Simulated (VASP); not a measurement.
Set up this calculation in VASP 6.6.1, as the native input.

```
Task                   : relaxation of cell and atoms
Functional             : PBE
Potentials or basis    : VASP PAW PBE potentials, release 64 (Ru_pv, Ir)
Cutoff                 : 600 eV
k mesh                 : 18 × 18 × 4
Occupations            : gaussian, width 0.1 eV
Spin                   : no spin polarisation
Dipole correction      : no
Further INCAR settings : ALGO = Fast; EDIFF = 1e-06; IBRION = 2; EDIFFG = -0.01; NSW = 100; ISIF = 3
```

The structure of Ir5Ru lies in POSCAR:

```
Ir5Ru
1.0
    2.7274461000      0.0000000000      0.0000000000
   -1.3637231000      2.3620377000      0.0000000000
    0.0000000000      0.0000000000     13.3892047000
Ru Ir
1 5
Direct
    0.0000000000      0.0000000000      0.5000000000
    0.3333333000      0.6666667000      0.8331110000
    0.6666667000      0.3333333000      0.6638260000
    0.3333333000      0.6666667000      0.3361740000
    0.6666667000      0.3333333000      0.1668890000
    0.0000000000      0.0000000000      0.0000000000
```

These files were run (other wordings do the same):

INCAR

```
PREC     = Accurate       # precision mode
ENCUT    = 600            # plane-wave cutoff, eV
EDIFF    = 1E-6           # SCF threshold, eV
ISMEAR   = 0              # smearing method
SIGMA    = 0.1            # smearing width, eV
LREAL    = F              # projectors in reciprocal space
LASPH    = T              # aspherical terms in the spheres
NELM     = 60             # most SCF steps
ALGO     = Fast           # electronic algorithm
ISIF     = 3              # what is computed and relaxed
LWAVE    = F              # write WAVECAR
LCHARG   = F              # write CHGCAR
GGA      = PE             # functional
IBRION   = 2              # ionic algorithm
NSW      = 100            # ionic steps
EDIFFG   = -0.01          # ionic threshold
```

KPOINTS

```
regular mesh
0
Gamma
  18 18 4
```

Potentials or basis: VASP PAW PBE potentials, release 64 (Ru_pv, Ir).

Launch:

```sh
$ cat potpaw_PBE.64/Ru_pv/POTCAR potpaw_PBE.64/Ir/POTCAR > POTCAR
$ mpirun -np 1 vasp_std > vasp.out
```

It gave:

```
Relaxed volume                        : 14.40 Å³/atom
Relaxed cell                          : a = 2.729 Å, b = 2.729 Å, c = 13.395 Å, α = 90.00°, β = 90.00°, γ = 120.00°
Space group after relaxing (to 0.1 Å) : P-3m1 (No. 164)
Energy gained by relaxing             : 0.2 meV/atom
Ionic steps                           : 5
Pressure after relaxing               : 0.0 GPa
Largest force after relaxing          : 0.004 eV/Å
```

Caveat: the highest band is partly filled, so the run has too few bands.

Wall time 67 min on 1 thread of Oxide Virtual Turin-like Processor (shared host), peak memory 0.57 GiB.
